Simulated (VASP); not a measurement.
# HoAuCl4 (F-43m) in VASP: further runs

Runs on HoAuCl4. Level: PBE. Tasks: single point, relaxation of cell and atoms.

Everything below comes from runs of VASP 6.6.1. Logs are shortened: lines on timing, memory, paths and dates and some standing lists are left out, and cuts for length are marked.

## (1) The cell of the first run

Symmetry: F-43m, No. 216, cubic system. Conventional cell: a = 8.621 Å, b = 8.621 Å, c = 8.621 Å, α = 90.00°, β = 90.00°, γ = 90.00°. Ho (site symmetry -43m) has 12 Cl at 3.57 Å and 4 Au at 3.73 Å within 4.7 Å. Within 4.7 Å of Au (site symmetry -43m) lie 12 Cl at 3.57 Å and 4 Ho at 3.73 Å. Cl (site symmetry 3m) has 6 Cl at 3.05 Å and 3 Ho at 3.57 Å and 3 Au at 3.57 Å within 4.0 Å.

The cell was built from a structure type or drawn by symmetry, and may not be a known phase.

## (2) Single point, PBE, collinear spin

Contents of INCAR:

```
PREC = Accurate
ENCUT = 500
EDIFF = 1E-6
ISMEAR = 0
SIGMA = 0.1
LREAL = False
LASPH = True
NELM = 200
ALGO = Normal
ISIF = 2
LWAVE = False
LCHARG = False
ISPIN = 2
MAGMOM = 0 1 0 0 0 0
LORBIT = 11
LMAXMIX = 6
GGA = PE
NBANDS = 37
GGA_COMPAT = False
```

Contents of KPOINTS:

```
regular mesh
0
Gamma
  4 4 4
```

Contents of POSCAR:

```
HoAuCl4
1.0
    0.0000000000      4.3104372700      4.3104372700
    4.3104372700      0.0000000000      4.3104372700
    4.3104372700      4.3104372700      0.0000000000
Ho Au Cl
1 1 4
Direct
    0.7500000000      0.7500000000      0.7500000000
    0.0000000000      0.0000000000      0.0000000000
    0.8749721900      0.3750092700      0.3750092700
    0.3750092700      0.3750092700      0.3750092700
    0.3750092700      0.8749721900      0.3750092700
    0.3750092700      0.3750092700      0.8749721900
```

Potentials or basis: VASP PAW PBE potentials, release 64 (Ho_3, Au, Cl), 4f in core.

On the command line:

```
cat potpaw_PBE.64/Ho_3/POTCAR potpaw_PBE.64/Au/POTCAR potpaw_PBE.64/Cl/POTCAR > POTCAR
mpirun -np 1 vasp_std > vasp.out
```

OUTCAR:

```text
PREC = Accurate
   ENCUT = 500
   EDIFF = 1E-6
   ISMEAR = 0
   LREAL = False
   LASPH = True
   NELM = 200
   ISIF = 2
   ISPIN = 2
   LORBIT = 11
   GGA = PE

 ion  position               nearest neighbor table
   1  0.750  0.750  0.750-
   2  0.000  0.000  0.000-
   3  0.875  0.375  0.375-
   4  0.375  0.375  0.375-
   5  0.375  0.875  0.375-
   6  0.375  0.375  0.875-

  LATTYP: Found a face centered cubic cell.
 ALAT       =     8.6208745400

  Lattice vectors:

 A1 = (   0.0000000000,   4.3104372700,   4.3104372700)
 A2 = (   4.3104372700,   0.0000000000,   4.3104372700)
 A3 = (   4.3104372700,   4.3104372700,   0.0000000000)

Analysis of symmetry for initial positions (statically):
=====================================================================
 Subroutine PRICEL returns:
 Original cell was already a primitive cell.

 Routine SETGRP: Setting up the symmetry group for a
 face centered cubic supercell.

 Subroutine GETGRP returns: Found 24 space group operations
 (whereof 24 operations were pure point group operations)
 out of a pool of 48 trial point group operations.

The static configuration has the point symmetry T_d .

Analysis of symmetry for dynamics (positions and initial velocities):
=====================================================================
 Subroutine PRICEL returns:
 Original cell was already a primitive cell.

 Routine SETGRP: Setting up the symmetry group for a
 face centered cubic supercell.

 Subroutine GETGRP returns: Found 24 space group operations
 (whereof 24 operations were pure point group operations)
 out of a pool of 48 trial point group operations.

The dynamic configuration has the point symmetry T_d .

Analysis of structural, dynamic, and magnetic symmetry:
=====================================================================
 Subroutine PRICEL returns:
 Original cell was already a primitive cell.

 Routine SETGRP: Setting up the symmetry group for a
 face centered cubic supercell.

 Subroutine GETGRP returns: Found 24 space group operations
 (whereof 24 operations were pure point group operations)
 out of a pool of 48 trial point group operations.

The overall configuration has the point symmetry T_d .

 Subroutine INISYM returns: Found 24 space group operations
 (whereof 24 operations are pure point group operations),
 and found     1 'primitive' translations

----------------------------------------------------------------------------------------

                                     Primitive cell

  volume of cell :     160.1747

  direct lattice vectors                    reciprocal lattice vectors
     0.000000000  4.310437270  4.310437270    -0.115997512  0.115997512  0.115997512
     4.310437270  0.000000000  4.310437270     0.115997512 -0.115997512  0.115997512
     4.310437270  4.310437270  0.000000000     0.115997512  0.115997512 -0.115997512

  length of vectors
     6.095878847  6.095878847  6.095878847     0.200913585  0.200913585  0.200913585

  position of ions in fractional coordinates (direct lattice)
     0.750000000  0.750000000  0.750000000
     0.000000000  0.000000000  0.000000000
     0.874972190  0.375009270  0.375009270
     0.375009270  0.375009270  0.375009270
     0.375009270  0.874972190  0.375009270
     0.375009270  0.375009270  0.874972190

  ion indices of the primitive-cell ions
   primitive index   ion index
                 1           1
                 2           2
                 3           3
                 4           4
                 5           5
                 6           6

----------------------------------------------------------------------------------------

 KPOINTS: regular mesh

Automatic generation of k-mesh.
 Grid dimensions read from file:
 generate k-points for:    4    4    4

 Generating k-lattice:

  Cartesian coordinates                     Fractional coordinates (reciprocal lattice)
    -0.028999378  0.028999378  0.028999378     0.250000000  0.000000000  0.000000000
     0.028999378 -0.028999378  0.028999378     0.000000000  0.250000000  0.000000000
     0.028999378  0.028999378 -0.028999378     0.000000000  0.000000000  0.250000000

  Length of vectors
     0.050228396  0.050228396  0.050228396

  Shift w.r.t. Gamma in fractional coordinates (k-lattice)
     0.000000000  0.000000000  0.000000000

 Subroutine IBZKPT returns following result:
 ===========================================

 Found      8 irreducible k-points:

 Following reciprocal coordinates:
            Coordinates               Weight
  0.000000  0.000000  0.000000      1.000000
  0.250000  0.000000  0.000000      8.000000
  0.500000  0.000000  0.000000      4.000000
  0.250000  0.250000  0.000000      6.000000
  0.500000  0.250000  0.000000     24.000000
 -0.250000  0.250000  0.000000     12.000000
  0.500000  0.500000  0.000000      3.000000
 -0.250000  0.500000  0.250000      6.000000
   k-points           NKPTS =      8   k-points in BZ     NKDIM =      8   number of bands    NBANDS=     37
   number of dos      NEDOS =    301   number of ions     NIONS =      6
   total plane-waves  NPLWV = 110592
   dimension x,y,z NGX =    48 NGY =   48 NGZ =   48
   dimension x,y,z NGXF=    96 NGYF=   96 NGZF=   96
   ions per type =               1   1   4
   NGX,Y,Z   is equivalent  to a cutoff of  13.09, 13.09, 13.09 a.u.
   NGXF,Y,Z  is equivalent  to a cutoff of  26.18, 26.18, 26.18 a.u.
 SYSTEM =  unknown system
   PREC   = accura    normal or accurate (medium, high low for compatibility)
   ISTART =      0    job   : 0-new  1-cont  2-samecut
   ICHARG =      2    charge: 1-file 2-atom 10-const
   ISPIN  =      2    spin polarized calculation?
   LNONCOLLINEAR =      F non collinear calculations
   LSORBIT =      F    spin-orbit coupling
   LASPH  =      T    aspherical Exc in radial PAW
   ENCUT  =  500.0 eV  36.75 Ry    6.06 a.u.  11.11 11.11 11.11*2*pi/ulx,y,z
   NELM   =    200;   NELMIN=  2; NELMDL= -5     # of ELM steps
   EDIFF  = 0.1E-05   stopping-criterion for ELM
   LREAL  =      F    real-space projection
   EDIFFG = 0.1E-04   stopping-criterion for IOM
   NSW    =      0    number of steps for IOM
   IBRION =     -1    ionic relax: 0-MD 1-quasi-New 2-CG
   NFREE  =      0    steps in history (QN), initial steepest desc. (CG)
   ISIF   =      2    stress and relaxation
   ISYM   =      2    0-nonsym 1-usesym 2-fastsym
   POTIM  = 0.5000    time-step for ionic-motion
   TEBEG  =    0.0;   TEEND  =   0.0 temperature during run
   PSTRESS=    0.0 pullay stress
   NELECT =      48.0000    total number of electrons
   NUPDOWN=      -1.0000    fix difference up-down
   EMIN   =  10.00;   EMAX   =-10.00  energy-range for DOS
   EFERMI =   0.00;   METHOD = LEGACY
   ISMEAR =     0;   SIGMA  =   0.10  broadening in eV -4-tet -1-fermi 0-gaus
   EFERMI_NEDOS =   21; number of points for ismear=-14 and -15
   IALGO  =     38    algorithm
   IMIX   =      4    mixing-type and parameters
     AMIX     =   0.40;   BMIX     =  1.00
     AMIX_MAG =   1.60;   BMIX_MAG =  1.00
  volume/ion in A,a.u.               =      26.70       180.15
  Fermi-wavevector in a.u.,A,eV,Ry     =   1.095529  2.070250 16.329495  1.200184
  Thomas-Fermi vector in A             =   2.231854
   LORBIT       =     11    0 simple, 1 ext, 2 COOP (PROOUT), +10 PAW based schemes
   GGA     = PE    functional components
   LHFCALC =     F    Hartree Fock is set to
   AEXX    =    0.0000 exact exchange contribution
   IVDW    =     0    specifies the selected vdW correction
   LEPSILON=     F    determine dielectric tensor
   LRPA    =     F    only Hartree local field effects (RPA)
 spin polarized calculation
 Gauss-broadening in eV      SIGMA  =   0.10
  energy-cutoff  :      500.00
  volume of cell :      160.17
 maximum number of plane-waves:      4092
 NGX is ok and might be reduce to    48
   NGX = 23   NGY = 23   NGZ = 23

 number of electron      47.9999998 magnetization       0.0111325

 number of electron      47.9999998 magnetization      -1.7465337

 Free energy of the ion-electron system (eV)
  ---------------------------------------------------
  ext. energy  EPLUGINS =         0.00000000
  ---------------------------------------------------
  free energy    TOTEN  =       -15.20545505 eV

  energy without entropy =      -15.17943150  energy(sigma->0) =      -15.19244327

 E-fermi :   2.0957     XC(G=0):  -9.1155

 val. band max:        2.0744309665   @ k =  -0.2500   0.2500   0.0000
 cond. band min:       2.0976361588   @ k =   0.2500   0.2500   0.0000
 fundamental gap:      0.0232051923
 Fermi energy:         2.0956598204

 spin component 1

 k-point     1 :       0.0000    0.0000    0.0000
  band No.  band energies     occupation
      1     -24.3915      1.00000
      2     -24.3915      1.00000
      3     -24.3915      1.00000
      4     -12.6824      1.00000
      5     -11.2792      1.00000
      6     -11.2792      1.00000
[... 301 lines left out ...]
     35       9.7437      0.00000
     36      10.5823      0.00000
 Fermi energy:         2.0956598204

 spin component 2

 k-point     1 :       0.0000    0.0000    0.0000
  band No.  band energies     occupation
      1     -24.4017      1.00000
      2     -24.4017      1.00000
      3     -24.4017      1.00000
      4     -13.0897      1.00000
      5     -11.7046      1.00000
      6     -11.7046      1.00000
[... 301 lines left out ...]
     35       9.6796      0.00000
     36      10.5088      0.00000
 [bands above 36 left out]

------------------------ aborting loop because EDIFF is reached ----------------------------------------

  FORCE on cell =-STRESS in cart. coord.  units (eV):
  Direction    XX          YY          ZZ          XY          YZ          ZX
  --------------------------------------------------------------------------------------
  -------------------------------------------------------------------------------------
  Total       -5.5642343     -5.5642343     -5.5642343      0.0000000      0.0000000     -0.0000000
  in kB      -55.6572839    -55.6572839    -55.6572839      0.0000000      0.0000000     -0.0000000
  external PRESSURE =     -55.6572839 kB  Pullay stress =       0.0000000 kB

 VOLUME and BASIS-vectors are now :
 -----------------------------------------------------------------------------
  energy-cutoff  :      500.00
  volume of cell :      160.17
      direct lattice vectors                 reciprocal lattice vectors
     0.000000000  4.310437270  4.310437270    -0.115997512  0.115997512  0.115997512
     4.310437270  0.000000000  4.310437270     0.115997512 -0.115997512  0.115997512
     4.310437270  4.310437270  0.000000000     0.115997512  0.115997512 -0.115997512

 POSITION                                       TOTAL-FORCE (eV/Angst)
 -----------------------------------------------------------------------------------
      6.46566      6.46566      6.46566        -0.000000     -0.000000     -0.000000
      0.00000      0.00000      0.00000        -0.000000     -0.000000     -0.000000
      3.23291      5.38797      5.38797        -0.005584      0.005584      0.005584
      3.23291      3.23291      3.23291        -0.005584     -0.005584     -0.005584
      5.38797      3.23291      5.38797         0.005584     -0.005584      0.005584
      5.38797      5.38797      3.23291         0.005584      0.005584     -0.005584
 -----------------------------------------------------------------------------------
    total drift:                                0.000000      0.000000      0.000000

  FREE ENERGIE OF THE ION-ELECTRON SYSTEM (eV)
  ---------------------------------------------------
  free  energy   TOTEN  =       -15.2054550463 eV

  energy  without entropy=      -15.1794315011  energy(sigma->0) =      -15.19244327

 total charge

# of ion       s       p       d       tot
------------------------------------------
    1        0.165   6.133   0.496   6.794
    2        0.599   0.039   8.841   9.479
    3        1.625   3.381   0.000   5.006
    4        1.625   3.381   0.000   5.006
    5        1.625   3.381   0.000   5.006
    6        1.625   3.381   0.000   5.006
--------------------------------------------------
tot          7.265  19.694   9.337  36.297

 magnetization (x)

# of ion       s       p       d       tot
------------------------------------------
    1        0.003  -0.000  -0.020  -0.017
    2       -0.075   0.000   0.001  -0.074
    3       -0.007  -0.322   0.000  -0.330
    4       -0.007  -0.322   0.000  -0.330
    5       -0.007  -0.322   0.000  -0.330
    6       -0.007  -0.322   0.000  -0.330
--------------------------------------------------
tot         -0.101  -1.289  -0.019  -1.409
```

Wall time 2 min (1 thread of Intel Xeon 6975P-C (Granite Rapids), shared host); peak memory 0.45 GiB.

Results:

- Free energy: -15.2055 eV
- Pressure: -5.6 GPa
- Net moment: -1.75 μB per cell
- Site moments: Ho -0.02; Au -0.07; Cl -0.33 μB
- Valence electrons inside the program's atomic spheres: Ho 6.79; Au 9.48; Cl 5.01

Caveat: the magnetic or orbital state may not be the lowest; the cell stands under tension; spin-orbit coupling is left out, which moves the levels of the heavy elements; the 4f electrons are frozen in the core, so they carry no moment and show no levels. With open d or f shells a metallic result of PBE can be an artefact of self-interaction; +U or a hybrid may open a gap.

## (3) Relaxation of cell and atoms, PBE

This run uses another cell than the first one, of 22.04 Å³/atom.

Contents of INCAR:

```
SYSTEM = HoAuCl4
ALGO = Normal
EDIFF = 1E-7
EDIFFG = -0.01
ENCUT = 500
GGA = PE
GGA_COMPAT = .False.
IBRION = 2
ISIF = 3
ISMEAR = 0
LASPH = .True.
LCHARG = .False.
LMAXMIX = 6
LREAL = .False.
LWAVE = .False.
NELM = 200
NELMIN = 4
NSW = 100
PREC = Accurate
SIGMA = 0.1
```

Contents of KPOINTS:

```
k-points
0
Gamma
  8 8 8
  0 0 0
```

Contents of POSCAR:

```
HoAuCl4
1.0
    0.0000000000      4.0436383432      4.0436383432
    4.0436383432      0.0000000000      4.0436383432
    4.0436383432      4.0436383432      0.0000000000
Ho Au Cl
1 1 4
Direct
    0.2500000000      0.2500000000      0.2500000000
    0.0000000000      0.0000000000      0.0000000000
    0.6248892689      0.6248892689      0.1253321932
    0.6248892689      0.1253321932      0.6248892689
    0.1253321932      0.6248892689      0.6248892689
    0.6248892689      0.6248892689      0.6248892689
```

Potentials or basis: VASP PAW PBE potentials, release 64 (Ho_3, Au, Cl), 4f in core.

On the command line:

```
cat potpaw_PBE.64/Ho_3/POTCAR potpaw_PBE.64/Au/POTCAR potpaw_PBE.64/Cl/POTCAR > POTCAR
mpirun -np 1 vasp_std > vasp.out
```

It took 2.5 min on 1 thread of Intel Xeon 6975P-C (Granite Rapids), shared host; peak memory 0.33 GiB.

The run converged. Its results:

| Item | Value |
| --- | --- |
| Free energy | -15.6508 eV |
| Relaxed volume | 22.11 Å³/atom |
| Relaxed cell | a = 5.725 Å, b = 5.725 Å, c = 5.725 Å, α = 60.00°, β = 60.00°, γ = 60.00° |
| Space group after relaxing (to 0.1 Å) | F-43m (No. 216) |
| Energy gained by relaxing | 0.1 meV/atom |
| Ionic steps | 2 |
| Pressure after relaxing | 0.0 GPa |
| Largest force after relaxing | 0.009 eV/Å |
| Band gap on the k mesh | zero (bands 24 and 25 overlap by 0.29 eV) |

Forces in eV/Å, atoms in the order of the input:
```
Ho   0.000  0.000  0.000
Au   0.000  0.000  0.000
Cl  -0.005 -0.005  0.005
Cl  -0.005  0.005 -0.005
Cl   0.005 -0.005 -0.005
Cl   0.005  0.005  0.005
```

The path:
| step | energy change (eV) | largest force (eV/Å) | pressure (GPa) | volume (Å³) |
| --- | --- | --- | --- | --- |
| 1 | 0.0000 | 0.0570 | 0.17 | 132.24 |
| 2 | -0.0006 | 0.0092 | 0.01 | 132.67 |

Final structure:
```
Ho Au Cl
1.0
     0.00000    4.04808    4.04808
     4.04808    0.00000    4.04808
     4.04808    4.04808    0.00000
Ho Au Cl
1 1 4
Direct
  0.25000 0.25000 0.25000
  0.00000 0.00000 0.00000
  0.62509 0.62509 0.12474
  0.62509 0.12474 0.62509
  0.12474 0.62509 0.62509
  0.62509 0.62509 0.62509
```

Levels at points of the mesh, in eV from the Fermi level:
| k point | band 20 | band 21 | band 22 | band 23 | band 24 | band 25 | band 26 | band 27 | band 28 |
| --- | --- | --- | --- | --- | --- | --- | --- | --- | --- |
| (0.00, 0.00, 0.00) | -0.69 | -0.69 | -0.69 | 0.27 | 0.27 | 0.27 | 2.24 | 2.24 | 2.24 |
| (0.50, 0.00, 0.00) | -1.67 | -1.67 | -0.67 | -0.50 | 0.13 | 0.13 | 2.31 | 2.37 | 2.37 |
| (0.50, 0.50, 0.00) | -2.10 | -2.04 | -1.31 | -0.03 | -0.03 | 0.34 | 1.89 | 2.13 | 2.13 |

Caveat: spin-orbit coupling is left out, which moves the levels of the heavy elements; the 4f electrons are frozen in the core, so they carry no moment and show no levels; the run has no spin polarisation, though such a crystal can be magnetic. Spin polarisation is off, so any magnetic state and its effect on volume and gap are missing.
